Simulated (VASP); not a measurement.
A run of VASP 6.6.1 is set up as follows.

INCAR

```
PREC = Accurate
ENCUT = 520
EDIFF = 1E-7
ISMEAR = 0
SIGMA = 0.15
LREAL = False
LASPH = True
NELM = 60
ALGO = Normal
ISIF = 2
LWAVE = False
LCHARG = True
GGA = PS
LELF = True
LVHAR = True
NBANDS = 12
```

The input KPOINTS:

```
regular mesh
0
Gamma
  24 24 24
```

Contents of POSCAR:

```
Cu
1.0
   -1.4427933200      1.4427933200      1.3072773775
    1.4427933200     -1.4427933200      1.3072773775
    1.4427933200      1.4427933200     -1.3072773775
Cu
1
Direct
    0.0000000000      0.0000000000      0.0000000000
```

Potentials or basis: VASP PAW PBE potentials, release 64 (Cu).

Command:

```console
$ cat potpaw_PBE.64/Cu/POTCAR > POTCAR
$ mpirun -np 1 vasp_std > vasp.out
```

What does it give for the pressure?

8.8 GPa.

Stress tensor (GPa, compression positive):
```
8.32 0.00 0.00
0.00 8.32 0.00
0.00 0.00 9.82
```

Caveat: the cell differs from its parent crystal (strain +0.000 along x and y, -0.050 along z); the PAW data sets were made with another functional, which shifts forces and pressure a little.
